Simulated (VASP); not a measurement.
# BiS (Pm-3m) in VASP: settings compared, part 2 of 2

VASP 6.6.1. Earlier steps stand in the parts before.

**5. Single point, PBE+D4**

This run uses another cell than the first one, of 22.32 Å³/atom, 0.696 times its volume.

File INCAR:

```
SYSTEM = BiS
PREC     = Accurate       ! precision mode
ENCUT    = 520            ! plane-wave cutoff, eV
EDIFF    = 1E-7           ! SCF threshold, eV
ISMEAR   = -1             ! smearing method
SIGMA    = 0.05           ! smearing width, eV
LREAL    = .FALSE.        ! projectors in reciprocal space
LASPH    = .TRUE.         ! aspherical terms in the spheres
NELM     = 60             ! most SCF steps
ALGO     = Normal         ! electronic algorithm
ISIF     = 2              ! what is computed and relaxed
LWAVE    = .FALSE.        ! write WAVECAR
LCHARG   = .TRUE.         ! write CHGCAR
GGA      = PE             ! functional
IVDW     = 13             ! dispersion correction
LELF     = .TRUE.         ! ELF
LVHAR    = .TRUE.       
NBANDS   = 18             ! bands
```

File KPOINTS:

```
Automatic mesh
0
G
  7 7 7
  0 0 0
```

File POSCAR:

```
BiS
1.0
    3.5473204780      0.0000000000      0.0000000000
    0.0000000000      3.5473204780      0.0000000000
    0.0000000000      0.0000000000      3.5473204780
Bi S
1 1
Direct
    0.5000000000      0.5000000000      0.5000000000
    0.0000000000      0.0000000000      0.0000000000
```

Potentials or basis: VASP PAW PBE potentials, release 64 (Bi_d, S).

On the command line:

```sh
$ cat potpaw_PBE.64/Bi_d/POTCAR potpaw_PBE.64/S/POTCAR > POTCAR
$ mpirun -np 1 vasp_std > vasp.out
```

OUTCAR:

```text
SYSTEM = BiS
   PREC = Accurate
   ENCUT = 520
   EDIFF = 1E-7
   ISMEAR = -1
   LREAL = .FALSE.
   LASPH = .TRUE.
   NELM = 60
   ISIF = 2
   GGA = PE
   IVDW = 13

 ion  position               nearest neighbor table
   1  0.500  0.500  0.500-   2 3.07   2 3.07   2 3.07   2 3.07   2 3.07   2 3.07   2 3.07   2 3.07

   2  0.000  0.000  0.000-   1 3.07   1 3.07   1 3.07   1 3.07   1 3.07   1 3.07   1 3.07   1 3.07

  LATTYP: Found a simple cubic cell.
 ALAT       =     3.5473204780

  Lattice vectors:

 A1 = (   3.5473204780,   0.0000000000,   0.0000000000)
 A2 = (   0.0000000000,   3.5473204780,   0.0000000000)
 A3 = (   0.0000000000,   0.0000000000,   3.5473204780)

Analysis of symmetry for initial positions (statically):
=====================================================================
 Subroutine PRICEL returns:
 Original cell was already a primitive cell.

 Routine SETGRP: Setting up the symmetry group for a
 simple cubic supercell.

 Subroutine GETGRP returns: Found 48 space group operations
 (whereof 48 operations were pure point group operations)
 out of a pool of 48 trial point group operations.

The static configuration has the point symmetry O_h .

[... 152 lines left out ...]

  energy without entropy =       -7.89181603  energy(sigma->0) =       -7.90027000

 E-fermi :   8.8680     XC(G=0): -10.8018

 val. band max:        8.8101141805   @ k =   0.2857   0.1429   0.0000
 cond. band min:       8.8720886622   @ k =   0.2857   0.2857   0.0000
 fundamental gap:      0.0619744817
 Fermi energy:         8.8680131085

 k-point     1 :       0.0000    0.0000    0.0000
  band No.  band energies     occupation
      1     -15.0194      2.00000
      2     -15.0194      2.00000
      3     -14.8695      2.00000
      4     -14.8695      2.00000
      5     -14.8695      2.00000
      6      -6.7934      2.00000
[... 397 lines left out ...]
      5     -14.8363      2.00000
      6      -3.5371      2.00000
[... 10 lines left out ...]
     17      24.2586      0.00000
     18      24.2697      0.00000

------------------------ aborting loop because EDIFF is reached ----------------------------------------

  DFT-D4 for vdW energy calculation

  Edisp (eV):   -1.01587

  FORCE on cell =-STRESS in cart. coord.  units (eV):
  Direction    XX          YY          ZZ          XY          YZ          ZX
  --------------------------------------------------------------------------------------
  -------------------------------------------------------------------------------------
  Total      -0.01882    -0.01882    -0.01882    -0.00000     0.00000    -0.00000
  in kB      -0.67535    -0.67535    -0.67535    -0.00000     0.00000    -0.00000
  external pressure =       -0.68 kB  Pullay stress =        0.00 kB

 VOLUME and BASIS-vectors are now :
 -----------------------------------------------------------------------------
  energy-cutoff  :      520.00
  volume of cell :       44.64
      direct lattice vectors                 reciprocal lattice vectors
     3.547320478  0.000000000  0.000000000     0.281902920  0.000000000  0.000000000
     0.000000000  3.547320478  0.000000000     0.000000000  0.281902920  0.000000000
     0.000000000  0.000000000  3.547320478     0.000000000  0.000000000  0.281902920

 POSITION                                       TOTAL-FORCE (eV/Angst)
 -----------------------------------------------------------------------------------
      1.77366      1.77366      1.77366         0.000000      0.000000      0.000000
      0.00000      0.00000      0.00000         0.000000      0.000000      0.000000
 -----------------------------------------------------------------------------------
    total drift:                                0.000000      0.000000      0.000000

  FREE ENERGIE OF THE ION-ELECTRON SYSTEM (eV)
  ---------------------------------------------------
  free  energy   TOTEN  =        -8.9245956536 eV

  energy  without entropy=       -8.9076877148  energy(sigma->0) =       -8.91614168
```

OSZICAR:

```text
N       E                     dE             d eps       ncg     rms          rms(c)
DAV:   1     0.161515852416E+03    0.16152E+03   -0.10785E+04   728   0.130E+03
DAV:   2     0.406100271077E+01   -0.15745E+03   -0.15265E+03   754   0.340E+02
DAV:   3    -0.806214734253E+01   -0.12123E+02   -0.12022E+02   912   0.923E+01
DAV:   4    -0.834482664864E+01   -0.28268E+00   -0.28226E+00   908   0.145E+01
DAV:   5    -0.835283521887E+01   -0.80086E-02   -0.80076E-02   972   0.217E+00    0.633E+00
DAV:   6    -0.791076706219E+01    0.44207E+00   -0.13672E+00  1012   0.634E+00    0.420E+00
DAV:   7    -0.791140131630E+01   -0.63425E-03   -0.12332E-01   828   0.171E+00    0.196E+00
DAV:   8    -0.790903840085E+01    0.23629E-02   -0.12133E-02   814   0.824E-01    0.276E-01
DAV:   9    -0.790868948561E+01    0.34892E-03   -0.20857E-03  1018   0.246E-01    0.934E-02
DAV:  10    -0.790872483236E+01   -0.35347E-04   -0.18084E-04   834   0.731E-02    0.458E-02
DAV:  11    -0.790872437742E+01    0.45494E-06   -0.20096E-05   928   0.376E-02    0.880E-03
DAV:  12    -0.790872417539E+01    0.20203E-06   -0.59636E-07   914   0.489E-03    0.553E-03
DAV:  13    -0.790872393633E+01    0.23906E-06   -0.69682E-08   524   0.239E-03    0.449E-04
DAV:  14    -0.790872396926E+01   -0.32925E-07   -0.89150E-09   478   0.860E-04
   1 F= -.89245957E+01 E0= -.89161417E+01  d E =-.169079E-01
```

stdout:

```text
POSCAR found type information on POSCAR BiS
 POSCAR found :  2 types and       2 ions
 scaLAPACK will be used
 LDA part: xc-table for (Slater+PW92), standard interpolation
 POSCAR, INCAR and KPOINTS ok, starting setup
 FFT: planning ... GRIDC
 FFT: planning ... GRID_SOFT
 FFT: planning ... GRID
 WAVECAR not read
 entering main loop
```

Wall time 21 s (1 thread of AMD EPYC 7R13, shared host); peak memory 0.13 GiB.

What came out:

| Property | Result |
| --- | --- |
| Free energy | -8.9246 eV |
| Pressure | -0.1 GPa |
| Dispersion energy per atom | -0.508 eV |

Levels at points of the mesh, in eV from the Fermi level:
```tsv
k point	band 6	band 7	band 8	band 9	band 10	band 11	band 12	band 13	band 14	band 15
(0.00, 0.00, 0.00)	-15.66	-9.36	-3.40	-3.40	-3.40	3.58	3.58	4.47	4.47	4.47
```

Caveat: spin-orbit coupling is left out, which moves the levels of the heavy elements; pairwise dispersion overbinds metals, which lowers pressure and volume.

**6. Overview**

```tsv
level	cell	k mesh	grid for exact exchange (PRECFOCK)	gap on the mesh (eV)	pressure (GPa)
r2SCANh	a = 4.003 Å, 2 atoms	4 × 4 × 4	Normal	none	-12.9
HF	a = 4.003 Å, 2 atoms	4 × 4 × 4	Normal	none	-12.5
PBE+D3(BJ)	a = 3.545 Å, 2 atoms	7 × 7 × 7	-	none	-0.1
PBE+D4	a = 3.547 Å, 2 atoms	7 × 7 × 7	-	none	-0.1
```

Alike in all rows: task single point; potentials or basis VASP PAW PBE potentials, release 64 (Bi_d, S); no spin polarisation; cutoff (eV) 520; smearing fermi-dirac 0.05 eV.

Caveats: some runs use coarse meshes; spin-orbit coupling is left out, which moves the levels of the heavy elements; the PAW data sets were made with another functional, which shifts forces and pressure a little (some runs); pairwise dispersion overbinds metals, which lowers pressure and volume (some runs).

Total energies depend on the potentials used, so only differences within one code and one set of settings carry meaning.
